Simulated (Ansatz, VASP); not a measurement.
**Two plane-wave programs on SnTe**

```xyz
2
Lattice="0.0000 3.0776 3.1565 3.0776 0.0000 3.1565 3.0776 3.0776 0.0000" Properties=species:S:1:pos:R:3 pbc="T T T"
Sn    0.0000    0.0000    0.0000
Te    3.0776    3.0776    3.1565
```

Change from the starting cell: strain -0.025 along x and y, +0.000 along z, atoms carried along.

Alike in both runs: task single point; functional PBE; k mesh 10 × 10 × 10; occupations gaussian, width 0.03 eV; no spin polarisation.

```csv
,VASP,Ansatz
version,VASP 6.6.1,Ansatz 0.2.0
potentials or method,"VASP PAW PBE potentials, release 64 (Sn_d, Te), cutoff 520 eV","scalar-relativistic, plane waves, PAW"
valence electrons in the cell,20,30
```

```tsv
	VASP	Ansatz	Ansatz less VASP
gap on the k mesh at the Fermi level (eV)	0.29	0.29	-0.001
least direct gap on the mesh (eV)	0.29	0.29	-0.001
pressure (GPa)	4.9	4.9	+0.02
traceless stress, the component that is largest in VASP (GPa)	-2.62	-2.62	+0.004
```

VASP's potentials hold 20 valence electrons a cell and Ansatz's 30, so a difference there can come from the potentials and not from the codes.

Spin-orbit coupling is off throughout.
